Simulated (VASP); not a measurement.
# Mg16O15 (a cell with a defect) in VASP: single point with PBE

Aim: the single point of Mg16O15 (a cell with a defect) with PBE.

All numbers are computed with VASP 6.6.1; they aren't measurements. Logs are shortened: lines on timing, memory, paths and dates and some standing lists are left out, and cuts for length are marked.

### 1 The cell of the first run

The cell holds a defect, 31 atoms: a = 7.367 Å, b = 7.367 Å, c = 7.367 Å, α = 109.47°, β = 109.47°, γ = 109.47°.

### 2 Single point, PBE, collinear spin

Input file INCAR:

```
SYSTEM = Mg16O15
PREC = Accurate
ENCUT = 520
EDIFF = 1E-7
ISMEAR = 0
SIGMA = 0.02
LREAL = Auto
LASPH = .TRUE.
NELM = 150
ALGO = Normal
ISIF = 2
LWAVE = .FALSE.
LCHARG = .FALSE.
ISPIN = 2
MAGMOM = 0.333 0 0 0.333 0.333 0 0 0.333 0 0.333 0 0 0.333 0 0 0 0 0 0 0 0 0 0 0 0 0 0 0 0 0 0
LORBIT = 11
GGA = PE
NBANDS = 86
```

Input file KPOINTS:

```
Automatic mesh
0
Gamma
  2 2 2
  0.5 0.5 0.5
```

Input file POSCAR:

```
Mg16O15
1.0
   -4.2535896552     -4.2535896552      4.2535896552
    4.2535896552      4.2535896552      4.2535896552
   -4.2535896552      4.2535896552     -4.2535896552
Mg O
16 15
Direct
    0.7489138144      0.5007985363      0.7489505741
    0.0004126043      0.5008572877      0.5004178400
    0.7504058487      0.7507754510      0.5003919653
    0.2518282148      0.5008789847      0.2518111305
    0.0003175851      0.7523191389      0.2518327550
    0.7503337189      0.0007559225      0.2503664119
    0.5003070784      0.5007294849      0.0003393725
    0.2518379358      0.7522871432      0.0003819678
    0.0004266302      0.0008620798      0.0003508170
    0.7488906500      0.2492800135      0.0004518768
    0.5004407300      0.7508131808      0.7504193088
    0.2504215005      0.0007948441      0.7503061623
    0.0003722938      0.2493078204      0.7488452944
    0.5003756550      0.0008327472      0.5004286778
    0.2503587887      0.2508066801      0.5002723577
    0.5004208285      0.2508630891      0.2504617842
    0.2509840398      0.5007154517      0.7497029955
    0.0003698663      0.7513397081      0.7497131223
    0.5003739699      0.5006841705      0.5003446269
    0.2509790537      0.7513674267      0.5015855916
    0.0003600858      0.0006929657      0.5003206879
    0.7497379162      0.5007147615      0.2509623900
    0.5016182180      0.7513390530      0.2509606987
    0.2509939398      0.0020093514      0.2509760482
    0.0003629259      0.2500953869      0.2509528583
    0.7497352830      0.7513296827      0.0003309630
    0.5004111564      0.0007470184      0.0003221465
    0.2509740805      0.2501242625      0.0003198412
    0.7497319788     -0.0005604637      0.7497136608
    0.4991396930      0.2500863919      0.7497344065
    0.7497216702      0.2500915044      0.4990689570
```

Potentials or basis: VASP PAW PBE potentials, release 64 (Mg, O).

On the command line:

```console
cat potpaw_PBE.64/Mg/POTCAR potpaw_PBE.64/O/POTCAR > POTCAR
mpirun -np 1 vasp_std > vasp.out
```

OUTCAR:

```text
SYSTEM = Mg16O15
   PREC = Accurate
   ENCUT = 520
   EDIFF = 1E-7
   ISMEAR = 0
   LREAL = Auto
   LASPH = .TRUE.
   NELM = 150
   ISIF = 2
   ISPIN = 2
   LORBIT = 11
   GGA = PE

 ion  position               nearest neighbor table
   1  0.749  0.501  0.749-  19 2.11  26 2.13  18 2.13  30 2.13  31 2.13  11 3.00  16 3.00   3 3.00
                            15 3.00  14 3.01   7 3.01   2 3.01   9 3.01   5 3.03   8 3.03  13 3.03
   2  0.000  0.501  0.500-  18 2.13  20 2.13  22 2.13  17 2.13  31 2.13  25 2.13   3 3.01  12 3.01
                             8 3.01  10 3.01  13 3.01  16 3.01  15 3.01   4 3.01  11 3.01   1 3.01
   3  0.750  0.751  0.500-  29 2.12  18 2.12  23 2.12  22 2.12  21 2.13  19 2.13   5 3.00  13 3.00
                             1 3.00   4 3.00  16 3.01   2 3.01   9 3.01  11 3.01   6 3.01  12 3.01
   4  0.252  0.501  0.252-  19 2.12  23 2.13  20 2.13  25 2.13  28 2.13  15 3.00   3 3.00  11 3.00
                            16 3.00   7 3.01  14 3.01   9 3.01   2 3.01   8 3.02  10 3.03   5 3.03
   5  0.000  0.752  0.252-  21 2.11  26 2.13  24 2.13  22 2.13  20 2.13   6 3.00   3 3.00  12 3.00
                            15 3.00   7 3.01   9 3.01   2 3.01  14 3.01   1 3.03   4 3.03   8 3.03
   6  0.750  0.001  0.250-  31 2.12  23 2.12  25 2.12  26 2.12  27 2.13  21 2.13   5 3.00  10 3.00
                            13 3.00   8 3.00  11 3.01   3 3.01  16 3.01  14 3.01  15 3.01   7 3.01
   7  0.500  0.501  0.000-  28 2.13  23 2.13  17 2.13  26 2.13  22 2.13  30 2.13  12 3.01  13 3.01
                             4 3.01  16 3.01   1 3.01  11 3.01   5 3.01   6 3.01   8 3.01  10 3.01
   8  0.252  0.752  0.000-  27 2.11  24 2.13  18 2.13  23 2.13  17 2.13   6 3.00  11 3.00  16 3.00
                            12 3.00   2 3.01   9 3.01   7 3.01  14 3.01   4 3.02   1 3.03   5 3.03
   9  0.000  0.001  0.000-  28 2.13  25 2.13  29 2.13  24 2.13  18 2.13  26 2.13  15 3.01  13 3.01
[... 16 lines left out ...]
  18  0.000  0.751  0.750-   3 2.12  12 2.12   2 2.13   9 2.13   8 2.13   1 2.13
  19  0.500  0.501  0.500-   1 2.11   4 2.12  16 2.13  15 2.13   3 2.13  11 2.13
  20  0.251  0.751  0.502-  12 2.12  11 2.12   2 2.13  14 2.13   4 2.13   5 2.13
  21  0.000  0.001  0.500-   5 2.11  13 2.11   3 2.13  12 2.13   6 2.13  15 2.13
  22  0.750  0.501  0.251-  16 2.12   3 2.12   2 2.13   7 2.13  10 2.13   5 2.13
  23  0.502  0.751  0.251-   6 2.12   3 2.12   7 2.13  14 2.13   4 2.13   8 2.13
  24  0.251  0.002  0.251-  15 2.12  16 2.12  14 2.13   9 2.13   8 2.13   5 2.13
  25  0.000  0.250  0.251-  15 2.12   6 2.12   9 2.13   2 2.13  10 2.13   4 2.13
  26  0.750  0.751  0.000-  11 2.12   6 2.12   7 2.13   9 2.13   1 2.13   5 2.13
  27  0.500  0.001  0.000-  10 2.11   8 2.11  11 2.13   6 2.13  12 2.13  16 2.13
  28  0.251  0.250  0.000-  12 2.12  16 2.12   9 2.13   7 2.13  13 2.13   4 2.13
  29  0.750  0.999  0.750-  11 2.12   3 2.12   9 2.13  14 2.13  13 2.13  10 2.13
  30  0.499  0.250  0.750-  12 2.12  15 2.12  14 2.13   7 2.13   1 2.13  10 2.13
  31  0.750  0.250  0.499-   6 2.12  16 2.12  14 2.13   2 2.13  13 2.13   1 2.13

  LATTYP: Found a body centered cubic cell.
 ALAT       =     8.5071793104

  Lattice vectors:

 A1 = (  -4.2535896552,  -4.2535896552,   4.2535896552)
 A2 = (   4.2535896552,   4.2535896552,   4.2535896552)
 A3 = (  -4.2535896552,   4.2535896552,  -4.2535896552)

Analysis of symmetry for initial positions (statically):
=====================================================================
 Subroutine PRICEL returns:
 Original cell was already a primitive cell.

 Routine SETGRP: Setting up the symmetry group for a
 body centered cubic supercell.

 Subroutine GETGRP returns: Found  1 space group operations
 (whereof  1 operations were pure point group operations)
 out of a pool of 48 trial point group operations.

The static configuration has the point symmetry C_1 .

Analysis of symmetry for dynamics (positions and initial velocities):
=====================================================================
 Subroutine PRICEL returns:
 Original cell was already a primitive cell.

 Routine SETGRP: Setting up the symmetry group for a
 body centered cubic supercell.

 Subroutine GETGRP returns: Found  1 space group operations
 (whereof  1 operations were pure point group operations)
 out of a pool of 48 trial point group operations.

The dynamic configuration has the point symmetry C_1 .

Analysis of structural, dynamic, and magnetic symmetry:
=====================================================================
 Subroutine PRICEL returns:
 Original cell was already a primitive cell.

 Routine SETGRP: Setting up the symmetry group for a
 body centered cubic supercell.

 Subroutine GETGRP returns: Found  1 space group operations
 (whereof  1 operations were pure point group operations)
 out of a pool of 48 trial point group operations.

The overall configuration has the point symmetry C_1 .

[... 134 lines left out ...]
   NELM   =    150;   NELMIN=  2; NELMDL= -5     # of ELM steps
   EDIFF  = 0.1E-06   stopping-criterion for ELM
   LREAL  =      T    real-space projection
   EDIFFG = 0.1E-05   stopping-criterion for IOM
   NSW    =      0    number of steps for IOM
   IBRION =     -1    ionic relax: 0-MD 1-quasi-New 2-CG
   NFREE  =      0    steps in history (QN), initial steepest desc. (CG)
   ISIF   =      2    stress and relaxation
   ISYM   =      2    0-nonsym 1-usesym 2-fastsym
   POTIM  = 0.5000    time-step for ionic-motion
   TEBEG  =    0.0;   TEEND  =   0.0 temperature during run
   PSTRESS=    0.0 pullay stress
   NELECT =     122.0000    total number of electrons
   NUPDOWN=      -1.0000    fix difference up-down
   EMIN   =  10.00;   EMAX   =-10.00  energy-range for DOS
   EFERMI =   0.00;   METHOD = LEGACY
   ISMEAR =     0;   SIGMA  =   0.02  broadening in eV -4-tet -1-fermi 0-gaus
   EFERMI_NEDOS =   21; number of points for ismear=-14 and -15
   IALGO  =     38    algorithm
   IMIX   =      4    mixing-type and parameters
     AMIX     =   0.40;   BMIX     =  1.00
     AMIX_MAG =   1.60;   BMIX_MAG =  1.00
  volume/ion in A,a.u.               =       9.93        67.01
  Fermi-wavevector in a.u.,A,eV,Ry     =   1.202502  2.272400 19.674179  1.446011
  Thomas-Fermi vector in A             =   2.338282
   LORBIT       =     11    0 simple, 1 ext, 2 COOP (PROOUT), +10 PAW based schemes
   GGA     = PE    functional components
   LHFCALC =     F    Hartree Fock is set to
   AEXX    =    0.0000 exact exchange contribution
   IVDW    =     0    specifies the selected vdW correction
   LEPSILON=     F    determine dielectric tensor
   LRPA    =     F    only Hartree local field effects (RPA)
 spin polarized calculation
 Gauss-broadening in eV      SIGMA  =   0.02
  energy-cutoff  :      520.00
  volume of cell :      307.84
 maximum number of plane-waves:      8280
 NGX is ok and might be reduce to    54
   NGX = 27   NGY = 27   NGZ = 27

 number of electron     122.0000045 magnetization       0.0002184

 number of electron     122.0000045 magnetization      -0.0000388

 Free energy of the ion-electron system (eV)
  ---------------------------------------------------
  ext. energy  EPLUGINS =         0.00000000
  ---------------------------------------------------
  free energy    TOTEN  =      -178.95530424 eV

  energy without entropy =     -178.95530424  energy(sigma->0) =     -178.95530424

 E-fermi :   5.3542     XC(G=0): -10.8262

 val. band max:        5.2601402676   @ k =  -0.2500   0.2500   0.2500
 cond. band min:       8.4528582767   @ k =  -0.2500   0.2500   0.2500
 fundamental gap:      3.1927180091
 Fermi energy:         5.3542233830

 spin component 1

 k-point     1 :       0.2500    0.2500    0.2500
  band No.  band energies     occupation
      1     -13.7849      1.00000
      2     -13.7847      1.00000
      3     -13.7847      1.00000
      4     -13.5911      1.00000
      5     -13.0240      1.00000
      6     -13.0235      1.00000
[... 293 lines left out ...]
     72      12.1024      0.00000
     73      12.1029      0.00000
 Fermi energy:         5.3542233830

 spin component 2

 k-point     1 :       0.2500    0.2500    0.2500
  band No.  band energies     occupation
      1     -13.7849      1.00000
      2     -13.7847      1.00000
      3     -13.7847      1.00000
      4     -13.5911      1.00000
      5     -13.0240      1.00000
      6     -13.0235      1.00000
[... 293 lines left out ...]
     72      12.1024      0.00000
     73      12.1029      0.00000
 [bands above 73 left out]

------------------------ aborting loop because EDIFF is reached ----------------------------------------

  FORCE on cell =-STRESS in cart. coord.  units (eV):
  Direction    XX          YY          ZZ          XY          YZ          ZX
  --------------------------------------------------------------------------------------
  -------------------------------------------------------------------------------------
  Total        0.7446306      0.7537611      0.7535628     -0.0007054      0.0040268      0.0004258
  in kB        3.8754727      3.9229931      3.9219609     -0.0036711      0.0209576      0.0022159
  external PRESSURE =       3.9068089 kB  Pullay stress =       0.0000000 kB

 VOLUME and BASIS-vectors are now :
 -----------------------------------------------------------------------------
  energy-cutoff  :      520.00
  volume of cell :      307.84
      direct lattice vectors                 reciprocal lattice vectors
    -4.253589655 -4.253589655  4.253589655    -0.117547775  0.000000000  0.117547775
     4.253589655  4.253589655  4.253589655     0.000000000  0.117547775  0.117547775
    -4.253589655  4.253589655 -4.253589655    -0.117547775  0.117547775  0.000000000

 POSITION                                       TOTAL-FORCE (eV/Angst)
 -----------------------------------------------------------------------------------
     -4.24111      2.13035      2.13004         0.013592     -0.002196     -0.000272
      0.00011      4.25726      0.00362        -0.000423     -0.004576     -0.002261
     -2.12689      2.13003      4.25695         0.001691     -0.000762     -0.001366
     -0.01174      2.13046      2.13061        -0.017399     -0.002503     -0.002934
      2.12751      4.26990      2.13021        -0.002939      0.010652     -0.001052
     -4.25335     -2.12344      2.12987        -0.000684     -0.001702      0.001253
[... 23 lines left out ...]
     -4.24843      2.12969     -0.00216        -0.000806      0.000543      0.003552
     -4.24806     -0.00239      2.12996        -0.004815      0.004020     -0.000632
 -----------------------------------------------------------------------------------
    total drift:                               -0.000048     -0.034878     -0.035876

  FREE ENERGIE OF THE ION-ELECTRON SYSTEM (eV)
  ---------------------------------------------------
  free  energy   TOTEN  =      -178.9553042383 eV

  energy  without entropy=     -178.9553042383  energy(sigma->0) =     -178.95530424

 total charge

# of ion       s       p       d       tot
------------------------------------------
    1        0.153   0.167   0.066   0.385
    2        0.144   0.170   0.074   0.388
    3        0.146   0.171   0.075   0.392
    4        0.153   0.167   0.066   0.385
    5        0.153   0.167   0.066   0.386
    6        0.146   0.171   0.075   0.392
[... 23 lines left out ...]
   30        1.544   3.539   0.000   5.083
   31        1.544   3.539   0.000   5.083
--------------------------------------------------
tot         25.530  55.812   1.136  82.478

 magnetization (x)

# of ion       s       p       d       tot
------------------------------------------
    1       -0.000  -0.000  -0.000  -0.000
    2       -0.000  -0.000   0.000  -0.000
    3        0.000   0.000   0.000   0.000
    4       -0.000  -0.000  -0.000  -0.000
    5       -0.000  -0.000  -0.000  -0.000
    6        0.000   0.000   0.000   0.000
[... 23 lines left out ...]
   30       -0.000   0.000   0.000   0.000
   31        0.000   0.000   0.000   0.000
--------------------------------------------------
tot          0.000   0.000  -0.000   0.000
```

Run time: 4.7 min. Hardware: 1 thread of Intel Xeon 6975P-C (Granite Rapids), shared host; peak memory 0.61 GiB.

What came out:

| Quantity | Value |
| --- | --- |
| Free energy | -178.9553 eV |
| Pressure | 0.4 GPa |
| Largest force | 0.018 eV/Å |
| Band gap on the k mesh | 3.19 eV |
| Net moment | 0.00 μB per cell |
| Valence electrons inside the program's atomic spheres | Mg 0.39; O 5.08, 5.09 (each value once) |

Forces in eV/Å, atoms in the order of the input:
```
Mg   0.014 -0.002  0.000
Mg   0.000 -0.005 -0.002
Mg   0.002 -0.001 -0.001
Mg  -0.017 -0.003 -0.003
Mg  -0.003  0.011 -0.001
Mg  -0.001 -0.002  0.001
Mg  -0.001 -0.002  0.002
Mg  -0.001 -0.002  0.016
Mg  -0.001 -0.002 -0.004
Mg   0.002 -0.003 -0.009
Mg   0.002 -0.003 -0.002
Mg  -0.002  0.002 -0.004
Mg  -0.001 -0.013 -0.002
Mg  -0.001 -0.005  0.000
Mg  -0.004  0.001 -0.003
Mg   0.002 -0.006 -0.001
O    0.001  0.003  0.001
O    0.000  0.003  0.002
O    0.004  0.002  0.001
O   -0.001  0.001  0.002
O    0.002  0.001  0.000
O    0.000  0.002  0.003
O    0.001  0.004  0.001
O    0.001  0.000  0.001
O    0.004  0.001  0.004
O    0.001  0.003  0.002
O    0.000  0.002 -0.007
O    0.002  0.002 -0.001
O    0.001  0.005  0.006
O   -0.001  0.001  0.004
O   -0.005  0.004 -0.001
```
